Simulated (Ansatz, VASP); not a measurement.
Ir: VASP beside Ansatz

The input INCAR:

```
SYSTEM = Ir
  PREC = Accurate
  ENCUT = 560
  EDIFF = 1E-6
  ISMEAR = -1
  SIGMA = 0.1
  LREAL = .False.
  LASPH = .True.
  NELM = 120
  ALGO = Normal
  ISIF = 2
  LWAVE = .False.
  LCHARG = .True.
  GGA = B5
  ALDAX = 1.0
  AGGAX = 1.0
  AGGAC = 1.0
  ALDAC = 0.0
  LELF = .True.
  LVHAR = .True.
  NBANDS = 14
  GGA_COMPAT = .False.
```

KPOINTS

```
regular mesh
0
Gamma
  13 13 13
  0 0 0
```

POSCAR

```
Ir
1.0
    2.5455336017      0.0000000000      0.0000000000
    0.0000000000      2.5455336017      0.0000000000
    0.0000000000      0.0000000000      2.5455336017
Ir
1
Direct
    0.0000000000      0.0000000000      0.0000000000
```

Input for Ansatz:

```yaml
crystal:
  lattice:
    - [2.5455336017, 0.0, 0.0]
    - [0.0, 2.5455336017, 0.0]
    - [0.0, 0.0, 2.5455336017]
  atoms:
    - { symbol: Ir, position: [0.0, 0.0, 0.0] }
hamiltonian:
  xc: blyp
  pseudopotentials:
    kind: paw
    azcp:
      Ir: "pseudopotentials/Ir.paw.azcp"
basis:
  ecutwfc: 420
  fft_grid_basis: typed
kpoints:
  mp_grid: { grid: [13, 13, 13], shift: [0, 0, 0] }
magnetization:
  spin_polarized: false
scf:
  occupations: { method: fermi_dirac, width: 0.1 }
  lower_state_search: "off"
output:
  stress: true
```

Alike in both runs: task single point; functional BLYP; k mesh 13 × 13 × 13; occupations fermi-dirac, width 0.1 eV; no spin polarisation.

|  | VASP | Ansatz |
| --- | --- | --- |
| version | VASP 6.6.1 | Ansatz 0.2.0 |
| potentials or method | VASP PAW PBE potentials, release 64 (Ir_sv_GW), cutoff 560 eV | plane waves (420 eV) with PAW, scalar-relativistic |
| valence electrons in the cell | 17 | 17 |

```tsv
	VASP	Ansatz	Ansatz less VASP
pressure (GPa)	21.0	21.3	+0.34
```

VASP's potentials were made for PBE, not for BLYP.

Spin-orbit coupling is off throughout.
